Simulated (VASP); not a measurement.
Write the native input for VASP 6.6.1 that does the following.

| Quantity | Value |
| --- | --- |
| Task | single point |
| Functional | PBE |
| Potentials or basis | VASP PAW PBE potentials, release 64 (Si, Cl) |
| Cutoff | 520 eV |
| k mesh | 6 × 6 × 6 |
| Occupations | gaussian, width 0.1 eV |
| Spin | no spin polarisation |
| Dipole correction | no |
| Further INCAR settings | ALGO = Normal; EDIFF = 1e-06; NBANDS = 12 |

The structure of SiCl lies in POSCAR:

```
SiCl
1.0
    3.4021957400      0.0000000000      0.0000000000
    0.0000000000      3.4021957400      0.0000000000
    0.0000000000      0.0000000000      3.4021957400
Si Cl
1 1
Direct
    0.0000000000      0.0000000000      0.0000000000
    0.5000000000      0.5000000000      0.5000000000
```

The cell was built from a structure type or drawn by symmetry, and may not be a known phase.

The input as run:

INCAR

```
  PREC = Accurate
  ENCUT = 520
  EDIFF = 1E-6
  ISMEAR = 0
  SIGMA = 0.1
  LREAL = False
  LASPH = True
  NELM = 80
  ALGO = Normal
  ISIF = 2
  LWAVE = False
  LCHARG = False
  GGA = PE
  NBANDS = 12
```

KPOINTS

```
regular mesh
0
Gamma
  6 6 6
```

Potentials or basis: VASP PAW PBE potentials, release 64 (Si, Cl).

Run with:

```bash
$ cat potpaw_PBE.64/Si/POTCAR potpaw_PBE.64/Cl/POTCAR > POTCAR
$ mpirun -np 1 vasp_std > vasp.out
```

It gave:

The pressure is 0.0 GPa. The band gap on the k mesh is zero (an odd number of electrons rules out a gap without spin polarisation).

Caveat: an odd number of electrons without spin polarisation forces a metal; a magnetic or distorted state may lie lower.

It took 14 s on 1 thread of Intel Xeon 8259CL, on a shared host, peak memory 0.15 GiB.
